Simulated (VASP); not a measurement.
# Sr3CuH2 (P-6m2) in VASP: notebook

Runs on Sr3CuH2. Level: PBE. Tasks: single point.

All numbers are computed with VASP 6.6.1; they aren't measurements. Logs are shortened: lines on timing, memory, paths and dates and some standing lists are left out, and cuts for length are marked.

### 1 The cell of the first run

It takes space group P-6m2 (No. 187, hexagonal). Conventional cell: a = 4.174 Å, b = 4.174 Å, c = 8.292 Å, α = 90.00°, β = 90.00°, γ = 120.00°. Sr (site symmetry -6m2) has 3 Sr at 2.41 Å and 6 H at 3.21 Å within 3.3 Å. Sr (site symmetry -6m2) has 3 Cu at 2.41 Å and 6 H at 3.15 Å within 3.2 Å. Sr (site symmetry -6m2) has 3 Sr at 2.41 Å and 6 H at 3.21 Å within 3.3 Å. Within 3.2 Å of Cu (site symmetry -6m2) lie 3 Sr at 2.41 Å and 6 H at 3.15 Å. Within 4.3 Å of H (site symmetry 3m) lie 9 Sr at 3.15 to 3.21 Å and 3 Cu at 3.15 Å and 8 H at 4.06 to 4.23 Å.

The cell was generated, and may not be a known phase.

### 2 Single point, PBE

Input file INCAR:

```
SYSTEM = Sr3CuH2
  PREC = Accurate
  ENCUT = 520
  EDIFF = 1E-6
  ISMEAR = 0
  SIGMA = 0.1
  LREAL = .False.
  LASPH = .True.
  NELM = 80
  ALGO = Fast
  ISIF = 2
  LWAVE = .False.
  LCHARG = .True.
  GGA = PE
  LELF = .True.
  LVHAR = .True.
  NBANDS = 30
```

Input file KPOINTS:

```
Automatic mesh
0
Gamma
  6 6 2
  0 0 0
```

Input file POSCAR:

```
Sr3CuH2
1.0
    4.1739083300      0.0000000000      0.0000000000
   -2.0869541700      3.6147106500      0.0000000000
    0.0000000000      0.0000000000      8.2921089300
Sr Cu H
3 1 2
Direct
    0.3333333300      0.6666666700      0.5000000000
    0.6666666700      0.3333333300      0.0000000000
    0.6666666700      0.3333333300      0.5000000000
    0.3333333300      0.6666666700      0.0000000000
    0.0000000000      0.0000000000      0.2450700000
    0.0000000000      0.0000000000      0.7549300000
```

Potentials or basis: VASP PAW PBE potentials, release 64 (Sr_sv, Cu, H).

Command:

```console
> cat potpaw_PBE.64/Sr_sv/POTCAR potpaw_PBE.64/Cu/POTCAR potpaw_PBE.64/H/POTCAR > POTCAR
> mpirun -np 1 vasp_std > vasp.out
```

OUTCAR:

```text
SYSTEM = Sr3CuH2
   PREC = Accurate
   ENCUT = 520
   EDIFF = 1E-6
   ISMEAR = 0
   LREAL = .False.
   LASPH = .True.
   NELM = 80
   ISIF = 2
   GGA = PE

 ion  position               nearest neighbor table
   1  0.333  0.667  0.500-   3 2.41   3 2.41   3 2.41   2 4.80   2 4.80   2 4.80   2 4.80   2 4.80
                             2 4.80   3 4.82   3 4.82   3 4.82
   2  0.667  0.333  0.000-   4 2.41   4 2.41   4 2.41   3 4.15   3 4.15   1 4.80   1 4.80   1 4.80
                             1 4.80   1 4.80   1 4.80
   3  0.667  0.333  0.500-   1 2.41   1 2.41   1 2.41   2 4.15   2 4.15   1 4.82   1 4.82   1 4.82

   4  0.333  0.667  0.000-   2 2.41   2 2.41   2 2.41
   5  0.000  0.000  0.245-
   6  0.000  0.000  0.755-

 -----------------------------------------------------------------------------
|                                                                             |
|           W    W    AA    RRRRR   N    N  II  N    N   GGGG   !!!           |
|           W    W   A  A   R    R  NN   N  II  NN   N  G    G  !!!           |
|           W    W  A    A  R    R  N N  N  II  N N  N  G       !!!           |
|           W WW W  AAAAAA  RRRRR   N  N N  II  N  N N  G  GGG   !            |
|           WW  WW  A    A  R   R   N   NN  II  N   NN  G    G                |
|           W    W  A    A  R    R  N    N  II  N    N   GGGG   !!!           |
|                                                                             |
|     The distance between some ions is very small. Please check the          |
|     nearest-neighbor list in the OUTCAR file.                               |
|     I HOPE YOU KNOW WHAT YOU ARE DOING!                                     |
|                                                                             |
 -----------------------------------------------------------------------------

  LATTYP: Found a hexagonal cell.
 ALAT       =     4.1739083300
 C/A-ratio  =     1.9866533413

  Lattice vectors:

 A1 = (   4.1739083300,   0.0000000000,   0.0000000000)
 A2 = (  -2.0869541700,   3.6147106500,   0.0000000000)
 A3 = (   0.0000000000,   0.0000000000,   8.2921089300)

Analysis of symmetry for initial positions (statically):
=====================================================================
 Subroutine PRICEL returns:
 Original cell was already a primitive cell.

 Routine SETGRP: Setting up the symmetry group for a
 hexagonal supercell.

 Subroutine GETGRP returns: Found 12 space group operations
 (whereof 12 operations were pure point group operations)
 out of a pool of 24 trial point group operations.

The static configuration has the point symmetry D_3h.

Analysis of symmetry for dynamics (positions and initial velocities):
=====================================================================
 Subroutine PRICEL returns:
 Original cell was already a primitive cell.

 Routine SETGRP: Setting up the symmetry group for a
 hexagonal supercell.

 Subroutine GETGRP returns: Found 12 space group operations
 (whereof 12 operations were pure point group operations)
 out of a pool of 24 trial point group operations.

The dynamic configuration has the point symmetry D_3h.

 Subroutine INISYM returns: Found 12 space group operations
 (whereof 12 operations are pure point group operations),
 and found     1 'primitive' translations

----------------------------------------------------------------------------------------

                                     Primitive cell

  volume of cell :     125.1070

  direct lattice vectors                    reciprocal lattice vectors
     4.173908330  0.000000000  0.000000000     0.239583604  0.138323658  0.000000000
    -2.086954170  3.614710650  0.000000000     0.000000000  0.276647316  0.000000000
     0.000000000  0.000000000  8.292108930     0.000000000  0.000000000  0.120596583

  length of vectors
     4.173908330  4.173908335  8.292108930     0.276647317  0.276647316  0.120596583

  position of ions in fractional coordinates (direct lattice)
     0.333333330  0.666666670  0.500000000
     0.666666670  0.333333330  0.000000000
     0.666666670  0.333333330  0.500000000
     0.333333330  0.666666670  0.000000000
     0.000000000  0.000000000  0.245070000
     0.000000000  0.000000000  0.754930000

  ion indices of the primitive-cell ions
   primitive index   ion index
                 1           1
                 2           2
                 3           3
                 4           4
                 5           5
                 6           6

----------------------------------------------------------------------------------------

 KPOINTS: Automatic mesh

Automatic generation of k-mesh.
 Grid dimensions read from file:
 generate k-points for:    6    6    2

 Generating k-lattice:

  Cartesian coordinates                     Fractional coordinates (reciprocal lattice)
     0.039930601  0.023053943  0.000000000     0.166666667  0.000000000  0.000000000
     0.000000000  0.046107886  0.000000000     0.000000000  0.166666667  0.000000000
     0.000000000  0.000000000  0.060298291     0.000000000  0.000000000  0.500000000

  Length of vectors
     0.046107886  0.046107886  0.060298291

  Shift w.r.t. Gamma in fractional coordinates (k-lattice)
     0.000000000  0.000000000  0.000000000

 Subroutine IBZKPT returns following result:
 ===========================================

 Found     14 irreducible k-points:

 Following reciprocal coordinates:
            Coordinates               Weight
  0.000000  0.000000  0.000000      1.000000
  0.166667  0.000000  0.000000      6.000000
  0.333333  0.000000  0.000000      6.000000
  0.500000  0.000000  0.000000      3.000000
  0.166667  0.166667  0.000000      6.000000
  0.333333  0.166667  0.000000     12.000000
  0.333333  0.333333  0.000000      2.000000
  0.000000  0.000000  0.500000      1.000000
  0.166667  0.000000  0.500000      6.000000
  0.333333  0.000000  0.500000      6.000000
  0.500000  0.000000  0.500000      3.000000
  0.166667  0.166667  0.500000      6.000000
  0.333333  0.166667  0.500000     12.000000
  0.333333  0.333333  0.500000      2.000000
   k-points           NKPTS =     14   k-points in BZ     NKDIM =     14   number of bands    NBANDS=     30
   number of dos      NEDOS =    301   number of ions     NIONS =      6
   total plane-waves  NPLWV =  65536
   dimension x,y,z NGX =    32 NGY =   32 NGZ =   64
   dimension x,y,z NGXF=    64 NGYF=   64 NGZF=  128
   ions per type =               3   1   2
   NGX,Y,Z   is equivalent  to a cutoff of  12.75, 12.75, 12.83 a.u.
   NGXF,Y,Z  is equivalent  to a cutoff of  25.49, 25.49, 25.66 a.u.
 SYSTEM =  Sr3CuH2
   PREC   = accura    normal or accurate (medium, high low for compatibility)
   ISTART =      0    job   : 0-new  1-cont  2-samecut
   ICHARG =      2    charge: 1-file 2-atom 10-const
   ISPIN  =      1    spin polarized calculation?
   LNONCOLLINEAR =      F non collinear calculations
   LSORBIT =      F    spin-orbit coupling
   LASPH  =      T    aspherical Exc in radial PAW
   ENCUT  =  520.0 eV  38.22 Ry    6.18 a.u.   7.76  7.76 15.42*2*pi/ulx,y,z
   NELM   =     80;   NELMIN=  2; NELMDL= -5     # of ELM steps
   EDIFF  = 0.1E-05   stopping-criterion for ELM
   LREAL  =      F    real-space projection
   EDIFFG = 0.1E-04   stopping-criterion for IOM
   NSW    =      0    number of steps for IOM
   IBRION =     -1    ionic relax: 0-MD 1-quasi-New 2-CG
   NFREE  =      0    steps in history (QN), initial steepest desc. (CG)
   ISIF   =      2    stress and relaxation
   ISYM   =      2    0-nonsym 1-usesym 2-fastsym
   POTIM  = 0.5000    time-step for ionic-motion
   TEBEG  =    0.0;   TEEND  =   0.0 temperature during run
   PSTRESS=    0.0 pullay stress
   NELECT =      43.0000    total number of electrons
   NUPDOWN=      -1.0000    fix difference up-down
   EMIN   =  10.00;   EMAX   =-10.00  energy-range for DOS
   EFERMI =   0.00;   METHOD = LEGACY
   ISMEAR =     0;   SIGMA  =   0.10  broadening in eV -4-tet -1-fermi 0-gaus
   EFERMI_NEDOS =   21; number of points for ismear=-14 and -15
   IALGO  =     68    algorithm
   IMIX   =      4    mixing-type and parameters
     AMIX     =   0.40;   BMIX     =  1.00
     AMIX_MAG =   1.60;   BMIX_MAG =  1.00
  volume/ion in A,a.u.               =      20.85       140.71
  Fermi-wavevector in a.u.,A,eV,Ry     =   1.146755  2.167052 17.892289  1.315046
  Thomas-Fermi vector in A             =   2.283438
   LORBIT       =      0    0 simple, 1 ext, 2 COOP (PROOUT), +10 PAW based schemes
   GGA     = PE    functional components
   LHFCALC =     F    Hartree Fock is set to
   AEXX    =    0.0000 exact exchange contribution
   IVDW    =     0    specifies the selected vdW correction
   LEPSILON=     F    determine dielectric tensor
   LRPA    =     F    only Hartree local field effects (RPA)
 non-spin polarized calculation
 RMM-DIIS sequential band-by-band and
 Gauss-broadening in eV      SIGMA  =   0.10
  energy-cutoff  :      520.00
  volume of cell :      125.11
 maximum number of plane-waves:      3402
 NGX is ok and might be reduce to    32
   NGX = 15   NGY = 15   NGZ = 31

 number of electron      43.0000002 magnetization

 Free energy of the ion-electron system (eV)
  ---------------------------------------------------
  ext. energy  EPLUGINS =         0.00000000
  ---------------------------------------------------
  free energy    TOTEN  =        -4.47563775 eV

  energy without entropy =       -4.44047952  energy(sigma->0) =       -4.45805864

 E-fermi :   3.3220     XC(G=0):  -9.0433

 val. band max:        3.3186318105   @ k =   0.3333   0.3333   0.0000
 cond. band min:       3.3321656429   @ k =   0.3333   0.0000   0.0000
 fundamental gap:      0.0135338324
 Fermi energy:         3.3219744044

 k-point     1 :       0.0000    0.0000    0.0000
  band No.  band energies     occupation
      1     -34.8161      2.00000
      2     -32.4334      2.00000
      3     -32.1638      2.00000
      4     -18.1757      2.00000
      5     -18.1757      2.00000
      6     -16.4173      2.00000
[... 22 lines left out ...]
     29       7.0764      0.00000
     30       7.6307      0.00000
[... 398 lines left out ...]
  band No.  band energies     occupation
      1     -33.7006      2.00000
      2     -33.5885      2.00000
      3     -32.4103      2.00000
      4     -18.8796      2.00000
      5     -15.7297      2.00000
      6     -15.6495      2.00000
[... 22 lines left out ...]
     29       6.4520      0.00000
     30       6.8870      0.00000

------------------------ aborting loop because EDIFF is reached ----------------------------------------

  FORCE on cell =-STRESS in cart. coord.  units (eV):
  Direction    XX          YY          ZZ          XY          YZ          ZX
  --------------------------------------------------------------------------------------
  -------------------------------------------------------------------------------------
  Total       24.4243343     24.4243344     -5.3193663     -0.0000000     -0.0000000      0.0000000
  in kB      312.7892900    312.7892906    -68.1222581     -0.0000004     -0.0000000      0.0000000
  external PRESSURE =     185.8187742 kB  Pullay stress =       0.0000000 kB

 VOLUME and BASIS-vectors are now :
 -----------------------------------------------------------------------------
  energy-cutoff  :      520.00
  volume of cell :      125.11
      direct lattice vectors                 reciprocal lattice vectors
     4.173908330  0.000000000  0.000000000     0.239583604  0.138323658  0.000000000
    -2.086954170  3.614710650  0.000000000     0.000000000  0.276647316  0.000000000
     0.000000000  0.000000000  8.292108930     0.000000000  0.000000000  0.120596583

 POSITION                                       TOTAL-FORCE (eV/Angst)
 -----------------------------------------------------------------------------------
     -0.00000      2.40981      4.14605         0.000000      0.000000      0.000000
      2.08695      1.20490      0.00000        -0.000000     -0.000000      0.000000
      2.08695      1.20490      4.14605        -0.000000      0.000000      0.000000
     -0.00000      2.40981      0.00000         0.000000     -0.000000      0.000000
      0.00000      0.00000      2.03215         0.000000     -0.000000      0.305741
      0.00000      0.00000      6.25996         0.000000     -0.000000     -0.305741
 -----------------------------------------------------------------------------------
    total drift:                               -0.000007      0.000004      0.000000

  FREE ENERGIE OF THE ION-ELECTRON SYSTEM (eV)
  ---------------------------------------------------
  free  energy   TOTEN  =        -4.4756377550 eV

  energy  without entropy=       -4.4404795242  energy(sigma->0) =       -4.45805864
```

It took 3.7 min on 1 thread of Oxide Virtual Turin-like, shared host; peak memory 0.23 GiB.

What came out:

```
Free energy            : -4.4756 eV
Pressure               : 18.6 GPa
Largest force          : 0.306 eV/Å
Band gap on the k mesh : zero (an odd number of electrons rules out a gap without spin polarisation)
```

Forces on the atoms (eV/Å):
```
Sr   0.000  0.000  0.000
Sr   0.000  0.000  0.000
Sr   0.000  0.000  0.000
Cu   0.000  0.000  0.000
H    0.000  0.000  0.306
H    0.000  0.000 -0.306
```

Stress tensor (GPa, compression positive):
```
31.28  0.00  0.00
 0.00 31.28  0.00
 0.00  0.00 -6.81
```

Levels at points of the mesh, in eV from the Fermi level:
| k point | band 17 | band 18 | band 19 | band 20 | band 21 | band 22 | band 23 | band 24 | band 25 | band 26 |
| --- | --- | --- | --- | --- | --- | --- | --- | --- | --- | --- |
| (0.00, 0.00, 0.00) | -3.62 | -3.60 | -3.60 | -2.26 | -0.16 | 0.91 | 0.91 | 1.25 | 1.25 | 2.43 |
| (0.50, 0.00, 0.00) | -3.67 | -3.36 | -3.07 | -2.20 | -1.01 | -0.20 | 0.40 | 0.43 | 0.64 | 1.86 |
| (0.00, 0.00, 0.50) | -3.62 | -3.60 | -3.60 | -1.26 | -0.58 | 0.87 | 0.87 | 1.32 | 1.32 | 2.23 |
| (0.50, 0.00, 0.50) | -3.57 | -3.29 | -3.22 | -2.04 | -0.97 | -0.22 | -0.19 | 0.64 | 0.83 | 1.70 |

Caveat: the k points lie up to 0.38 Å⁻¹ apart, too coarse for converged energies and pressures of a metal.

### 3 Single point, PBE

This run uses another cell than the first one, of 29.57 Å³/atom.

Input file INCAR:

```
PREC = Accurate
ENCUT = 520
EDIFF = 1E-6
ISMEAR = 0
SIGMA = 0.1
LREAL = F
LASPH = T
NELM = 60
ALGO = Fast
ISIF = 2
LWAVE = F
LCHARG = F
GGA = PE
NBANDS = 30
```

Input file KPOINTS:

```
Automatic mesh
0
Gamma
  6 6 2
```

Input file POSCAR:

```
Sr3CuH2
1.0
    5.4104265886      0.0000000037      0.0000000000
   -2.7052132976      4.6855668692      0.0000000000
    0.0000000000      0.0000000000      6.9996210346
Sr Cu H
3 1 2
Direct
    0.3333333333      0.6666666667      0.5000000000
    0.6666666667      0.3333333333      0.0000000000
    0.6666666667      0.3333333333      0.5000000000
    0.3333333333      0.6666666667      0.0000000000
    0.0000000000      0.0000000000      0.3424416904
    0.0000000000      0.0000000000      0.6575583096
```

Potentials or basis: VASP PAW PBE potentials, release 64 (Sr_sv, Cu, H).

Command:

```console
> cat potpaw_PBE.64/Sr_sv/POTCAR potpaw_PBE.64/Cu/POTCAR potpaw_PBE.64/H/POTCAR > POTCAR
> mpirun -np 1 vasp_std > vasp.out
```

Wall time 4.2 min (1 thread of Oxide Virtual Turin-like, shared host); peak memory 0.29 GiB.

It converged, with:

* Free energy: -10.7284 eV
* Pressure: 0.2 GPa
* Largest force: 0.014 eV/Å
* Band gap on the k mesh: zero (an odd number of electrons rules out a gap without spin polarisation)

Forces on the atoms (eV/Å):
```
Sr   0.000  0.000  0.000
Sr   0.000  0.000  0.000
Sr   0.000  0.000  0.000
Cu   0.000  0.000  0.000
H    0.000  0.000  0.014
H    0.000  0.000 -0.014
```

Stress tensor (GPa, compression positive):
```
0.21 0.00 0.00
0.00 0.21 0.00
0.00 0.00 0.12
```

Levels at points of the mesh, in eV from the Fermi level:
```csv
k point,band 17,band 18,band 19,band 20,band 21,band 22,band 23,band 24,band 25,band 26
"(0.00, 0.00, 0.00)",-2.36,-2.35,-2.35,-1.78,0.11,0.61,0.61,0.76,0.76,1.33
"(0.50, 0.00, 0.00)",-2.39,-2.38,-2.35,-1.76,-1.08,0.14,0.36,0.43,0.83,0.89
"(0.00, 0.00, 0.50)",-2.34,-2.32,-2.32,-0.58,-0.06,0.52,0.52,1.03,1.03,1.40
"(0.50, 0.00, 0.50)",-2.34,-2.33,-2.31,-2.06,-1.14,0.06,0.12,0.58,0.84,1.20
```

Caveat: the k points lie up to 0.45 Å⁻¹ apart, too coarse for converged energies and pressures of a metal.

The gap in the log of VASP goes by the Fermi energy; the results here count the filled bands.